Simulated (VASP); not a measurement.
# GaH (P2_1/m) in VASP: relaxation of cell and atoms with PBE

Aim: the relaxation of cell and atoms of GaH with PBE.

Program: VASP 6.6.1. These are calculated values, not measurements. Logs are shortened: lines on timing, memory, paths and dates and some standing lists are left out, and cuts for length are marked.

## Step 1: The cell of the first run

The structure is monoclinic, space group P2_1/m (No. 11). The conventional cell has a = 2.610 Å, b = 3.890 Å, c = 5.193 Å, α = 90.00°, β = 104.16°, γ = 90.00°. Ga (site symmetry m) has 3 H at 1.84 to 1.99 Å within 2.4 Å. H (site symmetry m) has 3 Ga at 1.84 to 1.99 Å and 2 H at 2.40 Å within 2.4 Å.

The cell was generated, and may not be a known phase.

## Step 2: Relaxation of cell and atoms, PBE

Input file INCAR:

```
SYSTEM = GaH
ALGO     = Normal         ! electronic algorithm
EDIFF    = 1E-7           ! SCF threshold, eV
EDIFFG   = -0.01          ! ionic threshold
ENCUT    = 600            ! plane-wave cutoff, eV
GGA      = PE             ! functional
IBRION   = 2              ! ionic algorithm
ISIF     = 3              ! what is computed and relaxed
ISMEAR   = 0              ! smearing method
LASPH    = .TRUE.         ! aspherical terms in the spheres
LCHARG   = .FALSE.        ! write CHGCAR
LREAL    = .FALSE.        ! projectors in reciprocal space
LWAVE    = .FALSE.        ! write WAVECAR
NELM     = 80             ! most SCF steps
NSW      = 100            ! ionic steps
PREC     = Accurate       ! precision mode
SIGMA    = 0.1            ! smearing width, eV
```

Input file KPOINTS:

```
k-points
0
G
  14 10 8
  0 0 0
```

Input file POSCAR:

```
GaH
1.0
    2.6086127719      0.0000000000     -0.0926160623
    0.0000000000      3.8895026277      0.0000000000
   -1.1604529260      0.0000000000      5.0798272739
Ga H
2 2
Direct
    0.6162366737      0.7500000000      0.2272541364
    0.3837633263      0.2500000000      0.7727458636
    0.4294718323      0.7500000000      0.8608690562
    0.5705281677      0.2500000000      0.1391309438
```

Potentials or basis: VASP PAW PBE potentials, release 64 (Ga_d, H).

Started as:

```
> cat potpaw_PBE.64/Ga_d/POTCAR potpaw_PBE.64/H/POTCAR > POTCAR
> mpirun -np 1 vasp_std > vasp.out
```

OUTCAR:

```text
SYSTEM = GaH
   EDIFF = 1E-7
   EDIFFG = -0.01
   ENCUT = 600
   GGA = PE
   IBRION = 2
   ISIF = 3
   ISMEAR = 0
   LASPH = .TRUE.
   LREAL = .FALSE.
   NELM = 80
   NSW = 100
   PREC = Accurate

 ion  position               nearest neighbor table
   1  0.616  0.750  0.227-   3 1.84
   2  0.384  0.250  0.773-   4 1.84
   3  0.429  0.750  0.861-   1 1.84
   4  0.571  0.250  0.139-   2 1.84

  LATTYP: Found a simple monoclinic cell.
 ALAT       =     2.6102563722
 B/A-ratio  =     1.4900845254
 C/A-ratio  =     1.9895406670
 COS(beta)  =    -0.2446066064

  Lattice vectors:

 A1 = (   2.6086127719,   0.0000000000,  -0.0926160623)
 A2 = (   0.0000000000,  -3.8895026277,   0.0000000000)
 A3 = (  -1.4481598459,   0.0000000000,  -4.9872112116)

Analysis of symmetry for initial positions (statically):
=====================================================================
 Subroutine PRICEL returns:
 Original cell was already a primitive cell.

 Routine SETGRP: Setting up the symmetry group for a
 simple monoclinic supercell.

 Subroutine GETGRP returns: Found  4 space group operations
 (whereof  2 operations were pure point group operations)
 out of a pool of  4 trial point group operations.

The static configuration has the point symmetry S_2 .
 The point group associated with its full space group is C_2h.

Analysis of symmetry for dynamics (positions and initial velocities):
=====================================================================
 Subroutine PRICEL returns:
 Original cell was already a primitive cell.

 Routine SETGRP: Setting up the symmetry group for a
 simple monoclinic supercell.

 Subroutine GETGRP returns: Found  4 space group operations
 (whereof  2 operations were pure point group operations)
 out of a pool of  4 trial point group operations.

The dynamic configuration has the point symmetry S_2 .
[... 161 lines left out ...]
  -------------------------------------------------------------------------------------
  Total       -0.0487811      0.0679406      0.0896833      0.0000000      0.0000000      0.0019880
  in kB       -1.5287831      2.1292372      2.8106484      0.0000000      0.0000000      0.0623047
  external PRESSURE =       1.1370341 kB  Pullay stress =       0.0000000 kB

 VOLUME and BASIS-vectors are now :
 -----------------------------------------------------------------------------
  energy-cutoff  :      600.00
  volume of cell :       51.12
      direct lattice vectors                 reciprocal lattice vectors
     2.608612772  0.000000000 -0.092616062     0.386480115  0.000000000  0.088288825
     0.000000000  3.889502628  0.000000000     0.000000000  0.257102282  0.000000000
    -1.160452926  0.000000000  5.079827274     0.007046355  0.000000000  0.198466780

 POSITION                                       TOTAL-FORCE (eV/Angst)
 -----------------------------------------------------------------------------------
      1.34381      2.91713      1.09734         0.001734      0.000000      0.026637
      0.10435      0.97238      3.88987        -0.001734      0.000000     -0.026637
      0.12133      2.91713      4.33329         0.000212      0.000000     -0.007987
      1.32683      0.97238      0.65392        -0.000212      0.000000      0.007987
 -----------------------------------------------------------------------------------
    total drift:                                0.000000     -0.000000      0.000000

  FREE ENERGIE OF THE ION-ELECTRON SYSTEM (eV)
  ---------------------------------------------------
  free  energy   TOTEN  =       -11.4647959305 eV

  energy  without entropy=      -11.4623796632  energy(sigma->0) =      -11.46358780

--------------------------------------- Ionic step        2  -------------------------------------------

 number of electron      28.0000010 magnetization

 Free energy of the ion-electron system (eV)
  ---------------------------------------------------
  ext. energy  EPLUGINS =         0.00000000
  ---------------------------------------------------
  free energy    TOTEN  =       -11.46495339 eV

  energy without entropy =      -11.46252995  energy(sigma->0) =      -11.46374167

 E-fermi :   3.4953     XC(G=0): -10.0179

 val. band max:        3.4923953884   @ k =   0.1429   0.1000   0.3750
 cond. band min:       3.5151858711   @ k =   0.5000   0.3000   0.2500
 fundamental gap:      0.0227904827
 Fermi energy:         3.4953459720

 k-point     1 :       0.0000    0.0000    0.0000
  band No.  band energies     occupation
      1     -11.5260      2.00000
      2     -11.4740      2.00000
      3     -11.4115      2.00000
      4     -11.3421      2.00000
      5     -11.2092      2.00000
      6     -11.1304      2.00000
[... 481 lines left out ...]
      5     -11.2607      2.00000
      6     -11.2574      2.00000
[... 10 lines left out ...]
     17       8.9223      0.00000
     18       9.6734      0.00000

 [... further k-points ...]

------------------------ aborting loop because EDIFF is reached ----------------------------------------

  FORCE on cell =-STRESS in cart. coord.  units (eV):
  Direction    XX          YY          ZZ          XY          YZ          ZX
  --------------------------------------------------------------------------------------
  -------------------------------------------------------------------------------------
  Total       -0.0238414      0.0115759      0.0189160      0.0000000      0.0000000     -0.0008812
  in kB       -0.7462040      0.3623090      0.5920461      0.0000000      0.0000000     -0.0275814
  external PRESSURE =       0.0693837 kB  Pullay stress =       0.0000000 kB

 VOLUME and BASIS-vectors are now :
 -----------------------------------------------------------------------------
  energy-cutoff  :      600.00
  volume of cell :       51.19
      direct lattice vectors                 reciprocal lattice vectors
     2.607075821  0.000000000 -0.092653693     0.386705511  0.000000000  0.088184169
     0.000000000  3.892689720  0.000000000     0.000000000  0.256891782  0.000000000
    -1.159648393  0.000000000  5.085293997     0.007045747  0.000000000  0.198252174

 POSITION                                       TOTAL-FORCE (eV/Angst)
 -----------------------------------------------------------------------------------
      1.34312      2.91952      1.09984         0.000936      0.000000      0.003685
      0.10430      0.97317      3.89280        -0.000936      0.000000     -0.003685
      0.12137      2.91952      4.33759         0.000561     -0.000000      0.002499
      1.32606      0.97317      0.65505        -0.000561      0.000000     -0.002499
 -----------------------------------------------------------------------------------
    total drift:                                0.000000      0.000000     -0.000000

  FREE ENERGIE OF THE ION-ELECTRON SYSTEM (eV)
  ---------------------------------------------------
  free  energy   TOTEN  =       -11.4649533921 eV

  energy  without entropy=      -11.4625299500  energy(sigma->0) =      -11.46374167

 reached required accuracy - stopping structural energy minimisation
```

CONTCAR:

```text
GaH
   1.00000000000000
     2.6070758212020833    0.0000000000000000   -0.0926536925748844
     0.0000000000000000    3.8926897196839017    0.0000000000000000
    -1.1596483928380499    0.0000000000000000    5.0852939971914255
  Ga              H
     2     2
Direct
     0.6163824554110933    0.7500000000000000    0.2275097618575364
     0.3836175445889067    0.2500000000000000    0.7724902381424635
     0.4294417736395786    0.7500000000000000    0.8607926608741522
     0.5705582263604214    0.2500000000000000    0.1392073391258478

  0.00000000E+00  0.00000000E+00  0.00000000E+00
  0.00000000E+00  0.00000000E+00  0.00000000E+00
  0.00000000E+00  0.00000000E+00  0.00000000E+00
  0.00000000E+00  0.00000000E+00  0.00000000E+00
```

Wall time 11 min (1 thread of Intel Xeon 8259CL, shared host); peak memory 0.46 GiB.

What came out:

| Quantity | Value |
| --- | --- |
| Free energy | -11.4650 eV |
| Relaxed volume | 12.80 Å³/atom |
| Relaxed cell | a = 2.609 Å, b = 3.893 Å, c = 5.216 Å, α = 90.00°, β = 104.88°, γ = 90.00° |
| Space group after relaxing (to 0.1 Å) | Cmcm (No. 63) |
| Energy gained by relaxing | 0.0 meV/atom |
| Ionic steps | 2 |
| Pressure after relaxing | 0.0 GPa |
| Largest force after relaxing | 0.004 eV/Å |
| Band gap on the k mesh | zero (bands 14 and 15 overlap by 1.50 eV) |

Forces in eV/Å, atoms in the order of the input:
```
Ga   0.001  0.000  0.004
Ga  -0.001  0.000 -0.004
H    0.001  0.000  0.002
H   -0.001  0.000 -0.002
```

The path:
| step | energy change (eV) | largest force (eV/Å) | pressure (GPa) | volume (Å³) |
| --- | --- | --- | --- | --- |
| 1 | 0.0000 | 0.0267 | 0.11 | 51.12 |
| 2 | -0.0002 | 0.0038 | 0.01 | 51.19 |

Final structure:
```xyz
4
Lattice="2.6071 0.0000 -0.0927 0.0000 3.8927 0.0000 -1.1596 0.0000 5.0853" Properties=species:S:1:pos:R:3 pbc="T T T"
Ga    1.3431    2.9195    1.0998
Ga    0.1043    0.9732    3.8928
H     0.1214    2.9195    4.3376
H     1.3261    0.9732    0.6550
```

Levels at points of the mesh, in eV from the Fermi level:
```tsv
k point	band 11	band 12	band 13	band 14	band 15	band 16	band 17	band 18
(0.00, 0.00, 0.00)	-10.99	-5.37	-3.25	-1.81	0.05	4.64	4.73	6.16
(0.50, 0.00, 0.00)	-7.00	-3.27	-1.98	-0.85	1.48	3.21	4.18	6.77
(0.00, 0.50, 0.00)	-8.48	-8.48	-3.33	-3.33	0.30	0.30	9.94	9.94
(0.50, 0.50, 0.00)	-4.78	-4.78	-1.16	-1.16	0.04	0.04	4.22	4.22
(0.00, 0.00, 0.50)	-10.47	-7.76	-1.61	0.53	0.91	2.53	3.38	5.48
(0.50, 0.00, 0.50)	-7.01	-3.27	-1.93	-0.80	1.50	3.06	4.15	6.68
(0.00, 0.50, 0.50)	-7.96	-7.96	-5.29	-5.29	4.87	4.87	6.66	6.66
(0.50, 0.50, 0.50)	-4.80	-4.80	-1.16	-1.16	0.10	0.10	4.24	4.24
```

The gap in the log of VASP goes by the Fermi energy; the results here count the filled bands.